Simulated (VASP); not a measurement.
A run of VASP 6.6.1 is set up as follows.

The input INCAR:

```
SYSTEM = Sb
PREC = Accurate ; ENCUT = 520
EDIFF = 1E-6 ; ISMEAR = 0
SIGMA = 0.15 ; LREAL = .FALSE.
LASPH = .TRUE. ; NELM = 80
ALGO = Normal ; ISIF = 2
LWAVE = .FALSE. ; LCHARG = .FALSE.
GGA = PS ; NBANDS = 12
```

KPOINTS

```
regular mesh
0
G
  18 18 10
  0 0 0
```

Contents of POSCAR:

```
Sb
1.0
    3.4639511463      0.0000000000      0.0000000000
   -1.7319755732      2.9998696902      0.0000000000
    0.0000000000      0.0000000000      5.0418017026
Sb
2
Direct
    0.3333333333      0.6666666667      0.2500000000
    0.6666666667      0.3333333333      0.7500000000
```

Potentials or basis: VASP PAW PBE potentials, release 64 (Sb).

Command:

```console
$ cat potpaw_PBE.64/Sb/POTCAR > POTCAR
$ mpirun -np 1 vasp_std > vasp.out
```

(1) Estimate the band gap on the k mesh.

(2) What does it give for the pressure?

## Answers

(1) zero (band 5 reaches 12.22 eV, above the bottom of band 6 at 5.46 eV).

(2) 0.1 GPa.

Caveat: the PAW data sets were made with another functional, which shifts forces and pressure a little; spin-orbit coupling is left out, which moves the levels of the heavy elements.
